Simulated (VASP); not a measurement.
# Sr (Im-3m) in VASP: notebook, part 3 of 3

VASP 6.6.1.

### 5 Single point, PBEsol

This run uses another cell than the first one, of 60.06 Å³/atom, 1.061 times its volume.

The input, INCAR:

```
PREC = Accurate ; ENCUT = 520
EDIFF = 1E-6 ; ISMEAR = -1
SIGMA = 0.05 ; LREAL = F
LASPH = T ; NELM = 80
ALGO = Normal ; ISIF = 2
LWAVE = F ; LCHARG = T
GGA = PS ; LELF = T
LVHAR = T ; NBANDS = 11
```

The input, KPOINTS:

```
Automatic mesh
0
Gamma
  7 7 7
```

The input, POSCAR:

```
Sr
1.0
   -2.4670431483      2.4670431483      2.4670431483
    2.4670431483     -2.4670431483      2.4670431483
    2.4670431483      2.4670431483     -2.4670431483
Sr
1
Direct
    0.0000000000      0.0000000000      0.0000000000
```

Potentials or basis: VASP PAW PBE potentials, release 64 (Sr_sv).

On the command line:

```
> cat potpaw_PBE.64/Sr_sv/POTCAR > POTCAR
> mpirun -np 1 vasp_std > vasp.out
```

OUTCAR:

```text
PREC = Accurate
   ENCUT = 520
   EDIFF = 1E-6
   ISMEAR = -1
   LREAL = F
   LASPH = T
   NELM = 80
   ISIF = 2
   GGA = PS

 ion  position               nearest neighbor table
   1  0.000  0.000  0.000-

  LATTYP: Found a body centered cubic cell.
 ALAT       =     4.9340862966

  Lattice vectors:

 A1 = (  -2.4670431483,   2.4670431483,   2.4670431483)
 A2 = (   2.4670431483,  -2.4670431483,   2.4670431483)
 A3 = (   2.4670431483,   2.4670431483,  -2.4670431483)

Analysis of symmetry for initial positions (statically):
=====================================================================
 Subroutine PRICEL returns:
 Original cell was already a primitive cell.

 Routine SETGRP: Setting up the symmetry group for a
 body centered cubic supercell.

 Subroutine GETGRP returns: Found 48 space group operations
 (whereof 48 operations were pure point group operations)
 out of a pool of 48 trial point group operations.

The static configuration has the point symmetry O_h .

Analysis of symmetry for dynamics (positions and initial velocities):
[... 158 lines left out ...]
 k-point     1 :       0.0000    0.0000    0.0000
  band No.  band energies     occupation
      1     -35.5075      2.00000
      2     -17.4184      2.00000
      3     -17.4184      2.00000
      4     -17.4184      2.00000
      5      -2.3037      2.00000
      6       3.4648      0.00000
      7       3.4648      0.00000
      8       3.4648      0.00000
      9       4.7016      0.00000
     10       4.7016      0.00000
     11       8.9789      0.00000
[... 253 lines left out ...]
 k-point    20 :      -0.4286    0.4286    0.4286
  band No.  band energies     occupation
      1     -35.4903      2.00000
      2     -17.5233      2.00000
      3     -17.5188      2.00000
      4     -17.5188      2.00000
      5       1.1318      1.80604
      6       1.2967      0.51210
      7       4.0736      0.00000
      8       4.1297      0.00000
      9       4.1297      0.00000
     10       5.6942      0.00000
     11       6.4177      0.00000

------------------------ aborting loop because EDIFF is reached ----------------------------------------

  FORCE on cell =-STRESS in cart. coord.  units (eV):
  Direction    XX          YY          ZZ          XY          YZ          ZX
  --------------------------------------------------------------------------------------
  -------------------------------------------------------------------------------------
  Total       -0.5591478     -0.5591478     -0.5591478     -0.0000000      0.0000000     -0.0000000
  in kB      -14.9158144    -14.9158144    -14.9158144     -0.0000000      0.0000000     -0.0000000
  external PRESSURE =     -14.9158144 kB  Pullay stress =       0.0000000 kB

 VOLUME and BASIS-vectors are now :
 -----------------------------------------------------------------------------
  energy-cutoff  :      520.00
  volume of cell :       60.06
      direct lattice vectors                 reciprocal lattice vectors
    -2.467043148  2.467043148  2.467043148     0.000000000  0.202671769  0.202671769
     2.467043148 -2.467043148  2.467043148     0.202671769  0.000000000  0.202671769
     2.467043148  2.467043148 -2.467043148     0.202671769  0.202671769  0.000000000

 POSITION                                       TOTAL-FORCE (eV/Angst)
 -----------------------------------------------------------------------------------
      0.00000      0.00000      0.00000        -0.000000     -0.000000      0.000000
 -----------------------------------------------------------------------------------
    total drift:                                0.000000      0.000000     -0.000000

  FREE ENERGIE OF THE ION-ELECTRON SYSTEM (eV)
  ---------------------------------------------------
  free  energy   TOTEN  =        -1.7964312940 eV

  energy  without entropy=       -1.7832861090  energy(sigma->0) =       -1.78985870
```

OSZICAR:

```text
N       E                     dE             d eps       ncg     rms          rms(c)
DAV:   1     0.370996282350E+02    0.37100E+02   -0.46111E+03   440   0.772E+02
DAV:   2     0.159747245672E-01   -0.37084E+02   -0.36448E+02   517   0.152E+02
DAV:   3    -0.173436721313E+01   -0.17503E+01   -0.17295E+01   674   0.239E+01
DAV:   4    -0.179333919341E+01   -0.58972E-01   -0.58691E-01   570   0.422E+00
DAV:   5    -0.179496257371E+01   -0.16234E-02   -0.16231E-02   646   0.517E-01    0.107E+01
DAV:   6    -0.179566906542E+01   -0.70649E-03   -0.64953E-03   543   0.913E-01    0.598E+00
DAV:   7    -0.179635236053E+01   -0.68330E-03   -0.11544E-02   507   0.119E+00    0.267E-01
DAV:   8    -0.179639932453E+01   -0.46964E-04   -0.12535E-03   694   0.214E-01    0.513E-02
DAV:   9    -0.179642027027E+01   -0.20946E-04   -0.17535E-05   549   0.318E-02    0.271E-02
DAV:  10    -0.179643164382E+01   -0.11374E-04   -0.34487E-06   561   0.175E-02    0.436E-03
DAV:  11    -0.179643129405E+01    0.34977E-06   -0.30061E-07   337   0.394E-03
   1 F= -.17964313E+01 E0= -.17898587E+01  d E =-.131452E-01
```

stdout:

```text
POSCAR found type information on POSCAR Sr
 POSCAR found :  1 types and       1 ions
 scaLAPACK will be used
 -----------------------------------------------------------------------------
|                                                                             |
|                                                                             |
|     You enforced a specific xc type in the INCAR file but a different       |
|     I HOPE YOU KNOW WHAT YOU ARE DOING!                                     |
|                                                                             |
 -----------------------------------------------------------------------------

 LDA part: xc-table for (Slater+PW92), standard interpolation
 POSCAR, INCAR and KPOINTS ok, starting setup
 FFT: planning ... GRIDC
 FFT: planning ... GRID_SOFT
 FFT: planning ... GRID
 WAVECAR not read
 entering main loop
```

Run time: 4.5 s. Hardware: 1 thread of Intel Xeon 6975P-C (Granite Rapids), shared host; peak memory 0.17 GiB.

What came out:

```yaml
Free_energy: -1.7964 eV
Pressure: -1.5 GPa
Band_gap_on_the_k_mesh: zero (band 5 reaches 1.46 eV, above the bottom of band 6 at 1.28 eV)
```

Levels at points of the mesh, in eV from the Fermi level:
```tsv
k point	band 1	band 2	band 3	band 4	band 5	band 6	band 7	band 8	band 9	band 10
(0.00, 0.00, 0.00)	-36.75	-18.66	-18.66	-18.66	-3.55	2.22	2.22	2.22	3.46	3.46
```

Caveat: the PAW data sets were made with another functional, which shifts forces and pressure a little.

### 6 Single point, PBEsol

This run uses another cell than the first one, of 61.22 Å³/atom, 1.082 times its volume.

The input, INCAR:

```
  ALGO = Normal
  EDIFF = 1E-7
  ENCUT = 520
  GGA = PS
  ISIF = 2
  ISMEAR = -1
  LASPH = T
  LCHARG = F
  LREAL = F
  LWAVE = F
  NBANDS = 11
  NELM = 60
  PREC = Accurate
  SIGMA = 0.05
```

The input, KPOINTS:

```
k-points
0
Gamma
  7 7 7
```

The input, POSCAR:

```
Sr
1.0
   -2.4827572226      2.4827572226      2.4827572226
    2.4827572226     -2.4827572226      2.4827572226
    2.4827572226      2.4827572226     -2.4827572226
Sr
1
Direct
    0.0000000000      0.0000000000      0.0000000000
```

Potentials or basis: VASP PAW PBE potentials, release 64 (Sr_sv).

On the command line:

```
> cat potpaw_PBE.64/Sr_sv/POTCAR > POTCAR
> mpirun -np 1 vasp_std > vasp.out
```

Wall time 4.7 s (1 thread of Intel Xeon 6975P-C (Granite Rapids), shared host); peak memory 0.17 GiB.

The run converged. Its results:

- Free energy: -1.7853 eV
- Pressure: -1.6 GPa
- Band gap on the k mesh: zero (band 5 reaches 1.40 eV, above the bottom of band 6 at 1.23 eV)

Levels at points of the mesh, in eV from the Fermi level:
| k point | band 3 | band 4 | band 5 | band 6 | band 7 | band 8 |
| --- | --- | --- | --- | --- | --- | --- |
| (0.00, 0.00, 0.00) | -18.70 | -18.70 | -3.52 | 2.20 | 2.20 | 2.20 |

Caveat: the PAW data sets were made with another functional, which shifts forces and pressure a little.

### 7 Overview

```tsv
cell	gap on the mesh (eV)	pressure (GPa)
a = 4.189 Å, angles 109.5°, 1 atom	none	-1.1
a = 4.218 Å, angles 109.5°, 1 atom	none	-1.2
a = 4.245 Å, angles 109.5°, 1 atom	none	-1.4
a = 4.273 Å, angles 109.5°, 1 atom	none	-1.5
a = 4.300 Å, angles 109.5°, 1 atom	none	-1.6
```

Alike in all rows: task single point; level PBEsol; potentials or basis VASP PAW PBE potentials, release 64 (Sr_sv); no spin polarisation; k mesh 7 × 7 × 7; cutoff (eV) 520; smearing fermi-dirac 0.05 eV.

Caveats: the PAW data sets were made with another functional, which shifts forces and pressure a little.

Total energies depend on the potentials used, so only differences within one code and one set of settings carry meaning.
